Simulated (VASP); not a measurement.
Input of a VASP 6.6.1 run:

File POSCAR:

```
Zr
1.0
   -2.8067140066      2.8067140066      1.5311143010
    2.8067140066     -2.8067140066      1.5311143010
    2.8067140066      2.8067140066     -1.5311143010
Zr
2
Direct
    0.0000000000      0.0000000000      0.0000000000
    0.7500000000      0.2500000000      0.5000000000
```

Contents of INCAR.step1:

```
SYSTEM = Zr
ALGO     = Normal         ! electronic algorithm
EDIFF    = 1E-4           ! SCF threshold, eV
ENCUT    = 520            ! plane-wave cutoff, eV
GGA      = PE             ! functional
ISMEAR   = 0              ! smearing method
LASPH    = .True.         ! aspherical terms in the spheres
LCHARG   = .False.        ! write CHGCAR
LREAL    = .False.        ! projectors in reciprocal space
LWAVE    = .True.         ! write WAVECAR
NBANDS   = 19             ! bands
NELM     = 60             ! most SCF steps
PREC     = Accurate       ! precision mode
SIGMA    = 0.1            ! smearing width, eV
```

File INCAR.step2:

```
SYSTEM = Zr
ALGO     = Normal         ! electronic algorithm
EDIFF    = 1E-6           ! SCF threshold, eV
ENCUT    = 520            ! plane-wave cutoff, eV
ISIF     = 2              ! what is computed and relaxed
ISMEAR   = 0              ! smearing method
ISTART   = 1            
LASPH    = .True.         ! aspherical terms in the spheres
LCHARG   = .False.        ! write CHGCAR
LMIXTAU  = .True.       
LREAL    = .False.        ! projectors in reciprocal space
LWAVE    = .False.        ! write WAVECAR
METAGGA  = R2SCAN         ! meta-GGA
NBANDS   = 19             ! bands
NELM     = 60             ! most SCF steps
PREC     = Accurate       ! precision mode
SIGMA    = 0.1            ! smearing width, eV
```

The input KPOINTS:

```
k-points
0
Gamma
  6 6 6
  0 0 0
```

Potentials or basis: VASP PAW PBE potentials, release 64 (Zr_sv).

Launch:

```sh
$ cat potpaw_PBE.64/Zr_sv/POTCAR > POTCAR
$ cp INCAR.step1 INCAR
$ mpirun -np 1 vasp_std > vasp.out
$ cp INCAR.step2 INCAR
$ mpirun -np 1 vasp_std > vasp.out
```

What does it give for the pressure?

-2.2 GPa.

Predict the band gap on the k mesh.

zero (band 12 reaches 8.40 eV, above the bottom of band 13 at 7.60 eV).

Stress tensor (GPa, compression positive):
```
-2.47  0.00  0.00
 0.00 -2.47  0.00
 0.00  0.00 -1.56
```

Caveat: the k points lie up to 0.39 Å⁻¹ apart; the PAW data sets were made with another functional, which shifts forces and pressure a little.
